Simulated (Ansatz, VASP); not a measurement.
Mg2SO in VASP and in Ansatz

Contents of INCAR:

```
SYSTEM = Mg2SO
PREC = Accurate ; ENCUT = 520
EDIFF = 1E-7 ; ISMEAR = 0
SIGMA = 0.01 ; LREAL = .FALSE.
LASPH = .TRUE. ; NELM = 60
ALGO = Normal ; ISIF = 2
LWAVE = .FALSE. ; LCHARG = .FALSE.
GGA = PE ; NBANDS = 16
```

File KPOINTS:

```
Automatic mesh
0
G
  8 8 8
  0 0 0
```

POSCAR

```
Mg2SO
1.0
    1.6996005310      0.9812648241      5.6011591320
   -1.6996005310      0.9812648241      5.6011591320
    0.0000000000     -1.9625296481      5.6011591320
O S Mg
1 1 2
Direct
    1.0000000000      0.0000000000      0.0000000000
    0.5000000000      0.5000000000      0.5000000000
    0.2614704948      0.2614704948      0.2614704948
    0.7385295052      0.7385295052      0.7385295052
```

Input for Ansatz:

```yaml
crystal:
  lattice:
    - [1.699600531, 0.9812648241, 5.601159132]
    - [-1.699600531, 0.9812648241, 5.601159132]
    - [0.0, -1.9625296481, 5.601159132]
  atoms:
    - { symbol: O, position: [1.0, 0.0, 0.0] }
    - { symbol: S, position: [0.5, 0.5, 0.5] }
    - { symbol: Mg, position: [0.2614704948, 0.2614704948, 0.2614704948] }
    - { symbol: Mg, position: [0.7385295052, 0.7385295052, 0.7385295052] }
kpoints:
  mp_grid: { grid: [8, 8, 8] }
hamiltonian:
  xc: pbe
scf:
  occupations: { method: fixed }
  n_extra_bands: 5
output:
  forces: true
  stress: true
  eigenvalues: true
```

Alike in both runs: task single point; functional PBE; k mesh 8 × 8 × 8; no spin polarisation.

```csv
,VASP,Ansatz
version,VASP 6.6.1,Ansatz 0.2.0
potentials or method,"VASP PAW PBE potentials, release 64 (O, S, Mg)","plane waves, PAW"
plane-wave cutoff (eV),520,420
occupations,"gaussian, width 0.01 eV",fixed
valence electrons in the cell,16,32
```

|  | VASP | Ansatz | Ansatz less VASP |
| --- | --- | --- | --- |
| gap on the k mesh at the Fermi level (eV) | 0.84 | 0.86 | +0.029 |
| pressure (GPa) | -3.2 | -2.7 | +0.44 |
| rms of the force components (eV/Å) | 0.024 | 0.022 | -0.0019 |

Atom by atom the forces differ by 0.002 eV/Å (rms over components). VASP's potentials hold 16 valence electrons a cell and Ansatz's 32, so a difference there can come from the potentials and not from the codes.
